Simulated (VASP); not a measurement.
Input of a VASP 6.6.1 run:

INCAR

```
SYSTEM = CuI
ALGO     = Normal         ! electronic algorithm
EDIFF    = 1E-7           ! SCF threshold, eV
EDIFFG   = -0.01          ! ionic threshold
ENCUT    = 600            ! plane-wave cutoff, eV
GGA      = PS             ! functional
IBRION   = 2              ! ionic algorithm
ISIF     = 3              ! what is computed and relaxed
ISMEAR   = 0              ! smearing method
LASPH    = .TRUE.         ! aspherical terms in the spheres
LCHARG   = .FALSE.        ! write CHGCAR
LREAL    = .FALSE.        ! projectors in reciprocal space
LWAVE    = .FALSE.        ! write WAVECAR
NELM     = 60             ! most SCF steps
NSW      = 80             ! ionic steps
PREC     = Accurate       ! precision mode
SIGMA    = 0.01           ! smearing width, eV
```

Contents of KPOINTS:

```
k-points
0
G
  4 4 4
  0 0 0
```

POSCAR

```
CuI
1.0
    4.0229000000      0.0000000000      0.0000000000
    0.0000000000      4.0229000000      0.0000000000
    0.0000000000      0.0000000000      5.6506000000
Cu I
2 2
Direct
    0.0000000000      0.0000000000      0.0000000000
    0.5000000000      0.5000000000      0.0000000000
    0.0000000000      0.5000000000      0.2913000000
    0.5000000000      0.0000000000      0.7087000000
```

Potentials or basis: VASP PAW PBE potentials, release 64 (Cu, I).

Command:

```bash
$ cat potpaw_PBE.64/Cu/POTCAR potpaw_PBE.64/I/POTCAR > POTCAR
$ mpirun -np 1 vasp_std > vasp.out
```

Question: Estimate the relaxed cell.

Answer: a = 4.031 Å, b = 4.031 Å, c = 6.417 Å, α = 90.00°, β = 90.00°, γ = 90.00°.

Question: Estimate the space group after relaxing (to 0.1 Å).

Answer: P4/nmm (No. 129).

Question: Predict the relaxed volume.

Answer: 26.07 Å³/atom.

Question: What does it give for the band gap on the k mesh?

Answer: 1.52 eV.

Final structure:
```
Cu I
1.0
     4.03110    0.00000    0.00000
     0.00000    4.03110    0.00000
     0.00000    0.00000    6.41696
Cu I
2 2
Direct
  0.00000 0.00000 0.00000
  0.50000 0.50000 0.00000
  0.00000 0.50000 0.26224
  0.50000 0.00000 0.73776
```

Caveat: the PAW data sets were made with another functional, which shifts forces and pressure a little; spin-orbit coupling is left out, which moves the levels of the heavy elements; this functional lacks dispersion, which binds the layers, so the pressure and a relaxed spacing across them are unreliable. Zero-point motion and thermal expansion aren't in these numbers.
